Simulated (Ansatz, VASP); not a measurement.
**KTaO3 in VASP and in Ansatz**

Contents of INCAR:

```
SYSTEM = KTaO3
  PREC = Accurate
  ENCUT = 520
  EDIFF = 1E-6
  ISMEAR = 0
  SIGMA = 0.05
  LREAL = .False.
  LASPH = .True.
  NELM = 80
  ALGO = Normal
  ISIF = 2
  LWAVE = .False.
  LCHARG = .False.
  GGA = PE
  IVDW = 12
  NBANDS = 27
```

Contents of KPOINTS:

```
regular mesh
0
Gamma
  4 4 4
  0 0 0
```

POSCAR

```
KTaO3
1.0
    3.9669831221      0.0000000000      0.0000000000
    0.0000000000      3.9669831221      0.0000000000
    0.0000000000      0.0000000000      3.9669831221
K Ta O
1 1 3
Direct
    0.0000000000      0.0000000000      0.0000000000
    0.5000000000      0.5000000000      0.5000000000
    0.5000000000      0.5000000000      0.0000000000
    0.5000000000      0.0000000000      0.5000000000
    0.0000000000      0.5000000000      0.5000000000
```

Input for Ansatz:

```yaml
crystal:
  lattice:
    - [3.9669831221, 0.0, 0.0]
    - [0.0, 3.9669831221, 0.0]
    - [0.0, 0.0, 3.9669831221]
  atoms:
    - { symbol: K, position: [0.0, 0.0, 0.0] }
    - { symbol: Ta, position: [0.5, 0.5, 0.5] }
    - { symbol: O, position: [0.5, 0.5, 0.0] }
    - { symbol: O, position: [0.5, 0.0, 0.5] }
    - { symbol: O, position: [0.0, 0.5, 0.5] }
basis:
  ecutwfc: 420
kpoints:
  mp_grid: { grid: [4, 4, 4] }
hamiltonian:
  xc: pbe
  dispersion: d3bj
scf:
  occupations: { method: gaussian, width: 0.05 }
output:
  forces: true
  stress: true
  eigenvalues: true
```

Alike in both runs: task single point; functional PBE; dispersion D3(BJ); k mesh 4 × 4 × 4; occupations gaussian, width 0.05 eV; no spin polarisation.

```csv
,VASP,Ansatz
version,VASP 6.6.1,Ansatz 0.2.0
potentials or method,"VASP PAW PBE potentials, release 64 (K_sv, Ta_pv, O), cutoff 520 eV","scalar-relativistic, plane waves, PAW"
valence electrons in the cell,38,40
```

Ansatz gave:

- gap on the k mesh at the Fermi level (eV): 2.24
- least direct gap on the mesh (eV): 2.84
- pressure (GPa): 5.8

Task: Estimate VASP's values.

Result: gap on the k mesh at the Fermi level (eV): 2.19; least direct gap on the mesh (eV): 2.81; pressure (GPa): 6.5.

VASP's potentials hold 38 valence electrons a cell and Ansatz's 40, so a difference there can come from the potentials and not from the codes.

Neither program's run includes spin-orbit coupling.
